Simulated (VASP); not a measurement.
# ZnF2 (P4_2/mnm) in VASP: further runs

The runs below take ZnF2 through single point, with PBE, r2SCAN.

Program: VASP 6.6.1. These are calculated values, not measurements. Logs are shortened: lines on timing, memory, paths and dates and some standing lists are left out, and cuts for length are marked.

## Step 1: The cell of the first run

The structure is tetragonal, space group P4_2/mnm (No. 136). Conventional cell: a = 4.974 Å, b = 4.974 Å, c = 3.307 Å, α = 90.00°, β = 90.00°, γ = 90.00°. Zn (site symmetry mmm) has 6 F at 2.12 to 2.20 Å within 2.8 Å. Within 2.8 Å of F (site symmetry m2m) lie 3 Zn at 2.12 to 2.20 Å and 1 F at 2.64 Å.

## Step 2: Single point, PBE (strain +5.8%)

Contents of INCAR:

```
SYSTEM = ZnF2
PREC = Accurate
ENCUT = 600
EDIFF = 1E-6
ISMEAR = -1
SIGMA = 0.02
LREAL = .FALSE.
LASPH = .TRUE.
NELM = 120
ALGO = Normal
ISIF = 2
LWAVE = .FALSE.
LCHARG = .FALSE.
GGA = PE
NBANDS = 35
GGA_COMPAT = .FALSE.
```

Contents of KPOINTS:

```
Automatic mesh
0
G
  6 6 8
  0 0 0
```

Contents of POSCAR:

```
ZnF2
1.0
    4.9738055861      0.0000000000      0.0000000000
    0.0000000000      4.9738055861      0.0000000000
    0.0000000000      0.0000000000      3.3065785772
Zn F
2 4
Direct
    0.0000000000      0.0000000000      0.0000000000
    0.5000000000      0.5000000000      0.5000000000
    0.3121241361      0.3121241361      0.0000000000
    0.1878758639      0.8121241361      0.5000000000
    0.6878758639      0.6878758639      0.0000000000
    0.8121241361      0.1878758639      0.5000000000
```

Potentials or basis: VASP PAW PBE potentials, release 64 (Zn, F).

Run with:

```
$ cat potpaw_PBE.64/Zn/POTCAR potpaw_PBE.64/F/POTCAR > POTCAR
$ mpirun -np 1 vasp_std > vasp.out
```

OUTCAR:

```text
SYSTEM = ZnF2
   PREC = Accurate
   ENCUT = 600
   EDIFF = 1E-6
   ISMEAR = -1
   LREAL = .FALSE.
   LASPH = .TRUE.
   NELM = 120
   ISIF = 2
   GGA = PE

 ion  position               nearest neighbor table
   1  0.000  0.000  0.000-   4 2.12   6 2.12   4 2.12   6 2.12   5 2.20   3 2.20
   2  0.500  0.500  0.500-   3 2.12   5 2.12   3 2.12   5 2.12   4 2.20   6 2.20
   3  0.312  0.312  0.000-   2 2.12   2 2.12   1 2.20
   4  0.188  0.812  0.500-   1 2.12   1 2.12   2 2.20
   5  0.688  0.688  0.000-   2 2.12   2 2.12   1 2.20
   6  0.812  0.188  0.500-   1 2.12   1 2.12   2 2.20

  LATTYP: Found a simple tetragonal cell.
 ALAT       =     4.9738055861
 C/A-ratio  =     0.6647985169

  Lattice vectors:

 A1 = (   4.9738055861,   0.0000000000,   0.0000000000)
 A2 = (   0.0000000000,   4.9738055861,   0.0000000000)
 A3 = (   0.0000000000,   0.0000000000,   3.3065785772)

Analysis of symmetry for initial positions (statically):
=====================================================================
 Subroutine PRICEL returns:
 Original cell was already a primitive cell.

 Routine SETGRP: Setting up the symmetry group for a
 simple tetragonal supercell.

 Subroutine GETGRP returns: Found 16 space group operations
 (whereof  8 operations were pure point group operations)
 out of a pool of 16 trial point group operations.

The static configuration has the point symmetry D_2h.
 The point group associated with its full space group is D_4h.

Analysis of symmetry for dynamics (positions and initial velocities):
=====================================================================
 Subroutine PRICEL returns:
 Original cell was already a primitive cell.

 Routine SETGRP: Setting up the symmetry group for a
 simple tetragonal supercell.

 Subroutine GETGRP returns: Found 16 space group operations
 (whereof  8 operations were pure point group operations)
 out of a pool of 16 trial point group operations.

The dynamic configuration has the point symmetry D_2h.
 The point group associated with its full space group is D_4h.

 Subroutine INISYM returns: Found 16 space group operations
 (whereof  8 operations are pure point group operations),
 and found     1 'primitive' translations

----------------------------------------------------------------------------------------

                                     Primitive cell

  volume of cell :      81.8006

  direct lattice vectors                    reciprocal lattice vectors
     4.973805586  0.000000000  0.000000000     0.201053295  0.000000000  0.000000000
     0.000000000  4.973805586  0.000000000     0.000000000  0.201053295  0.000000000
     0.000000000  0.000000000  3.306578577     0.000000000  0.000000000  0.302427411

  length of vectors
     4.973805586  4.973805586  3.306578577     0.201053295  0.201053295  0.302427411

  position of ions in fractional coordinates (direct lattice)
     0.000000000  0.000000000  0.000000000
     0.500000000  0.500000000  0.500000000
     0.312124136  0.312124136  0.000000000
     0.187875864  0.812124136  0.500000000
     0.687875864  0.687875864  0.000000000
     0.812124136  0.187875864  0.500000000

  ion indices of the primitive-cell ions
   primitive index   ion index
                 1           1
                 2           2
                 3           3
                 4           4
                 5           5
                 6           6

----------------------------------------------------------------------------------------

 KPOINTS: Automatic mesh

Automatic generation of k-mesh.
 Grid dimensions read from file:
 generate k-points for:    6    6    8

 Generating k-lattice:

  Cartesian coordinates                     Fractional coordinates (reciprocal lattice)
     0.033508882  0.000000000  0.000000000     0.166666667  0.000000000  0.000000000
     0.000000000  0.033508882  0.000000000     0.000000000  0.166666667  0.000000000
     0.000000000  0.000000000  0.037803426     0.000000000  0.000000000  0.125000000

  Length of vectors
     0.033508882  0.033508882  0.037803426

  Shift w.r.t. Gamma in fractional coordinates (k-lattice)
     0.000000000  0.000000000  0.000000000

 Subroutine IBZKPT returns following result:
 ===========================================

 Found     50 irreducible k-points:

 Following reciprocal coordinates:
            Coordinates               Weight
  0.000000  0.000000  0.000000      1.000000
  0.166667  0.000000  0.000000      4.000000
  0.333333  0.000000  0.000000      4.000000
  0.500000  0.000000  0.000000      2.000000
  0.166667  0.166667  0.000000      4.000000
  0.333333  0.166667  0.000000      8.000000
[... 16 lines left out ...]
  0.333333  0.000000  0.250000      8.000000
  0.500000  0.000000  0.250000      4.000000
 [... further k-points ...]
   k-points           NKPTS =     50   k-points in BZ     NKDIM =     50   number of bands    NBANDS=     35
   number of dos      NEDOS =    301   number of ions     NIONS =      6
   total plane-waves  NPLWV =  44800
   dimension x,y,z NGX =    40 NGY =   40 NGZ =   28
   dimension x,y,z NGXF=    80 NGYF=   80 NGZF=   56
   ions per type =               2   4
   NGX,Y,Z   is equivalent  to a cutoff of  13.37, 13.37, 14.08 a.u.
   NGXF,Y,Z  is equivalent  to a cutoff of  26.74, 26.74, 28.16 a.u.
 SYSTEM =  ZnF2
   PREC   = accura    normal or accurate (medium, high low for compatibility)
   ISTART =      0    job   : 0-new  1-cont  2-samecut
   ICHARG =      2    charge: 1-file 2-atom 10-const
   ISPIN  =      1    spin polarized calculation?
   LNONCOLLINEAR =      F non collinear calculations
   LSORBIT =      F    spin-orbit coupling
   LASPH  =      T    aspherical Exc in radial PAW
   ENCUT  =  600.0 eV  44.10 Ry    6.64 a.u.   9.93  9.93  6.60*2*pi/ulx,y,z
   NELM   =    120;   NELMIN=  2; NELMDL= -5     # of ELM steps
   EDIFF  = 0.1E-05   stopping-criterion for ELM
   LREAL  =      F    real-space projection
   EDIFFG = 0.1E-04   stopping-criterion for IOM
   NSW    =      0    number of steps for IOM
   IBRION =     -1    ionic relax: 0-MD 1-quasi-New 2-CG
   NFREE  =      0    steps in history (QN), initial steepest desc. (CG)
   ISIF   =      2    stress and relaxation
   ISYM   =      2    0-nonsym 1-usesym 2-fastsym
   POTIM  = 0.5000    time-step for ionic-motion
   TEBEG  =    0.0;   TEEND  =   0.0 temperature during run
   PSTRESS=    0.0 pullay stress
   NELECT =      52.0000    total number of electrons
   NUPDOWN=      -1.0000    fix difference up-down
   EMIN   =  10.00;   EMAX   =-10.00  energy-range for DOS
   EFERMI =   0.00;   METHOD = LEGACY
   ISMEAR =    -1;   SIGMA  =   0.02  broadening in eV -4-tet -1-fermi 0-gaus
   EFERMI_NEDOS =   21; number of points for ismear=-14 and -15
   IALGO  =     38    algorithm
   IMIX   =      4    mixing-type and parameters
     AMIX     =   0.40;   BMIX     =  1.00
     AMIX_MAG =   1.60;   BMIX_MAG =  1.00
  volume/ion in A,a.u.               =      13.63        92.00
  Fermi-wavevector in a.u.,A,eV,Ry     =   1.407636  2.660047 26.959127  1.981440
  Thomas-Fermi vector in A             =   2.529875
   LORBIT       =      0    0 simple, 1 ext, 2 COOP (PROOUT), +10 PAW based schemes
   GGA     = PE    functional components
   LHFCALC =     F    Hartree Fock is set to
   AEXX    =    0.0000 exact exchange contribution
   IVDW    =     0    specifies the selected vdW correction
   LEPSILON=     F    determine dielectric tensor
   LRPA    =     F    only Hartree local field effects (RPA)
 non-spin polarized calculation
  energy-cutoff  :      600.00
  volume of cell :       81.80
 maximum number of plane-waves:      2764
 NGX is ok and might be reduce to    40
   NGX = 19   NGY = 19   NGZ = 13

 number of electron      52.0000045 magnetization

 Free energy of the ion-electron system (eV)
  ---------------------------------------------------
  ext. energy  EPLUGINS =         0.00000000
  ---------------------------------------------------
  free energy    TOTEN  =       -23.02873675 eV

  energy without entropy =      -23.02873675  energy(sigma->0) =      -23.02873675

 E-fermi :  -2.1542     XC(G=0):  -9.4178

 val. band max:       -2.6705610544   @ k =   0.5000   0.0000   0.5000
 cond. band min:       0.5906402630   @ k =   0.0000   0.0000   0.0000
 fundamental gap:      3.2612013174
 Fermi energy:        -2.1541754551

 k-point     1 :       0.0000    0.0000    0.0000
  band No.  band energies     occupation
      1     -23.3218      2.00000
      2     -22.8182      2.00000
      3     -22.7651      2.00000
      4     -22.7651      2.00000
      5      -7.4889      2.00000
      6      -7.0352      2.00000
[... 27 lines left out ...]
     34      11.0062      0.00000
     35      12.1700      0.00000

 k-point     2 :       0.1667    0.0000    0.0000
  band No.  band energies     occupation
      1     -23.2940      2.00000
      2     -22.8765      2.00000
      3     -22.7604      2.00000
      4     -22.7417      2.00000
      5      -7.3921      2.00000
      6      -6.9980      2.00000
[... 27 lines left out ...]
     34      12.0429      0.00000
     35      12.2881      0.00000

 k-point     3 :       0.3333    0.0000    0.0000
  band No.  band energies     occupation
      1     -23.2162      2.00000
      2     -22.9832      2.00000
      3     -22.7483      2.00000
      4     -22.7295      2.00000
      5      -7.1423      2.00000
      6      -6.9112      2.00000
[... 27 lines left out ...]
     34      12.6145      0.00000
     35      12.8852      0.00000
[... 723 lines left out ...]
 k-point    23 :       0.3333    0.0000    0.2500
  band No.  band energies     occupation
      1     -23.1131      2.00000
      2     -22.9382      2.00000
      3     -22.7458      2.00000
      4     -22.7404      2.00000
      5      -6.8275      2.00000
      6      -6.6733      2.00000
[... 27 lines left out ...]
     34      11.4905      0.00000
     35      12.0723      0.00000

 k-point    24 :       0.5000    0.0000    0.2500
  band No.  band energies     occupation
      1     -23.0279      2.00000
      2     -23.0279      2.00000
      3     -22.7415      2.00000
      4     -22.7415      2.00000
      5      -6.6277      2.00000
      6      -6.6277      2.00000
[... 27 lines left out ...]
     34      11.2195      0.00000
     35      12.8352      0.00000

 [... further k-points ...]

------------------------ aborting loop because EDIFF is reached ----------------------------------------

  FORCE on cell =-STRESS in cart. coord.  units (eV):
  Direction    XX          YY          ZZ          XY          YZ          ZX
  --------------------------------------------------------------------------------------
  -------------------------------------------------------------------------------------
  Total       -3.4636955     -3.4636955     -5.3127607      0.0000000      0.0000000      0.0000000
  in kB      -67.8412483    -67.8412483   -104.0577381      0.0000000      0.0000000      0.0000000
  external PRESSURE =     -79.9134116 kB  Pullay stress =       0.0000000 kB

 VOLUME and BASIS-vectors are now :
 -----------------------------------------------------------------------------
  energy-cutoff  :      600.00
  volume of cell :       81.80
      direct lattice vectors                 reciprocal lattice vectors
     4.973805586  0.000000000  0.000000000     0.201053295  0.000000000  0.000000000
     0.000000000  4.973805586  0.000000000     0.000000000  0.201053295  0.000000000
     0.000000000  0.000000000  3.306578577     0.000000000  0.000000000  0.302427411

 POSITION                                       TOTAL-FORCE (eV/Angst)
 -----------------------------------------------------------------------------------
      0.00000      0.00000      0.00000         0.000000      0.000000      0.000000
      2.48690      2.48690      1.65329         0.000000      0.000000      0.000000
      1.55244      1.55244      0.00000        -0.053265     -0.053265      0.000000
      0.93446      4.03935      1.65329         0.053265     -0.053265      0.000000
      3.42136      3.42136      0.00000         0.053265      0.053265      0.000000
      4.03935      0.93446      1.65329        -0.053265      0.053265      0.000000
 -----------------------------------------------------------------------------------
    total drift:                                0.000000     -0.000000     -0.000000

  FREE ENERGIE OF THE ION-ELECTRON SYSTEM (eV)
  ---------------------------------------------------
  free  energy   TOTEN  =       -23.0287367514 eV

  energy  without entropy=      -23.0287367514  energy(sigma->0) =      -23.02873675
```

Wall time 2.2 min (1 thread of AMD EPYC 7R43 (Zen 3), shared host); peak memory 0.25 GiB.

What came out:

| Quantity | Value |
| --- | --- |
| Free energy | -23.0287 eV |
| Pressure | -8.0 GPa |
| Largest force | 0.075 eV/Å |
| Band gap on the k mesh | 3.26 eV (least direct gap 3.37 eV) |

Forces in eV/Å, atoms in the order of the input:
```
Zn   0.000  0.000  0.000
Zn   0.000  0.000  0.000
F   -0.053 -0.053  0.000
F    0.053 -0.053  0.000
F    0.053  0.053  0.000
F   -0.053  0.053  0.000
```

Levels at points of the mesh, in eV from the valence-band top:
| k point | band 23 | band 24 | band 25 | band 26 | band 27 | band 28 | band 29 | band 30 |
| --- | --- | --- | --- | --- | --- | --- | --- | --- |
| (0.00, 0.00, 0.00) | -0.48 | -0.20 | -0.10 | -0.10 | 3.26 | 8.13 | 9.47 | 9.47 |
| (0.50, 0.00, 0.00) | -0.44 | -0.44 | -0.14 | -0.14 | 5.54 | 5.54 | 10.17 | 10.17 |
| (0.50, 0.50, 0.00) | -0.70 | -0.70 | -0.12 | -0.12 | 6.17 | 6.17 | 8.87 | 8.87 |
| (0.00, 0.00, 0.50) | -0.85 | -0.85 | -0.79 | -0.79 | 7.46 | 7.46 | 11.48 | 11.48 |
| (0.50, 0.00, 0.50) | -0.81 | -0.81 | 0.00 | 0.00 | 7.80 | 7.80 | 10.01 | 10.01 |
| (0.50, 0.50, 0.50) | -0.81 | -0.81 | -0.80 | -0.80 | 7.40 | 7.40 | 11.02 | 11.02 |

Caveat: the cell differs from its parent crystal (strain +5.8%); the cell stands under tension. A k mesh can miss the band edges.

(Continued in part 2 of 2.)
